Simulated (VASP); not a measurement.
A run of VASP 6.6.1:

Contents of POSCAR:

```
Sr
1.0
    0.0000000000      3.0521104090      3.0521104090
    3.0521104090      0.0000000000      3.0521104090
    3.0521104090      3.0521104090      0.0000000000
Sr
1
Direct
    0.0000000000      0.0000000000      0.0000000000
```

The input INCAR.step1:

```
  PREC = Accurate
  ENCUT = 520
  ISMEAR = 0
  SIGMA = 0.2
  LREAL = False
  LASPH = True
  NELM = 60
  NBANDS = 11
  GGA = PE
  ALGO = Normal
  EDIFF = 1E-4
  LWAVE = True
  LCHARG = False
```

The input INCAR.step2:

```
  PREC = Accurate
  ENCUT = 520
  EDIFF = 1E-7
  ISMEAR = 0
  SIGMA = 0.2
  LREAL = False
  LASPH = True
  NELM = 60
  ALGO = Normal
  ISIF = 2
  LWAVE = False
  LCHARG = False
  METAGGA = R2SCAN
  LMIXTAU = True
  NBANDS = 11
  ISTART = 1
```

KPOINTS

```
regular mesh
0
Gamma
  9 9 9
```

Potentials or basis: VASP PAW PBE potentials, release 64 (Sr_sv).

Run with:

```sh
$ cat potpaw_PBE.64/Sr_sv/POTCAR > POTCAR
$ cp INCAR.step1 INCAR
$ mpirun -np 1 vasp_std > vasp.out
$ cp INCAR.step2 INCAR
$ mpirun -np 1 vasp_std > vasp.out
```

Hardware: 1 thread of Intel(R) Xeon(R) Platinum 8488C (Sapphire Rapids), on a shared host.

Task: How long does it take, and how much memory?

Result: It took 42 s on 1 thread of Intel(R) Xeon(R) Platinum 8488C (Sapphire Rapids), with other jobs on the host, peak memory 0.19 GiB. Counts: k points 35.
